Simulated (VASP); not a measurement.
# Ti3SiN3: single point with PBE

The system is Ti3SiN3, a slab with vacuum.

```xyz
7
Lattice="3.0029 0.0000 0.0000 0.0000 3.0029 0.0000 0.0000 0.0000 19.7585" Properties=species:S:1:pos:R:3 pbc="T T T"
Ti    1.5014    1.5014    4.0000
Ti    0.0000    0.0000    6.0708
Ti    1.5014    1.5014    8.0551
N     0.0000    0.0000    4.0000
N     1.5014    1.5014    6.0376
N     0.0000    0.0000    8.2585
Si    0.7507    1.5014   10.7884
```

- Program: VASP 6.6.1
- Task: single point
- Functional: PBE
- Potentials or basis: VASP PAW PBE potentials, release 64 (Ti_sv, N, Si)
- Cutoff: 520 eV
- k mesh: 9 × 9 × 1
- Occupations: gaussian, width 0.1 eV
- Spin: no spin polarisation

| Item | Value |
| --- | --- |
| Largest force | 1.658 eV/Å |

Forces in eV/Å, atoms in the order of the input:
```
Ti  -0.020  0.000  1.557
Ti   0.064  0.000 -0.130
Ti   0.240  0.000  1.510
N    0.001  0.000 -1.658
N   -0.065  0.000 -0.273
N   -0.048  0.000 -1.013
Si  -0.172  0.000  0.008
```

Levels at points of the mesh, in eV from the Fermi level:
```csv
k point,band 25,band 26,band 27,band 28,band 29,band 30
"(0.00, 0.00, 0.00)",-1.93,-1.91,-1.68,-0.84,-0.65,0.11
```

Wall time 7.8 min on 1 thread of Intel(R) Xeon(R) Platinum 8488C (Sapphire Rapids), with other jobs on the host, peak memory 0.35 GiB.
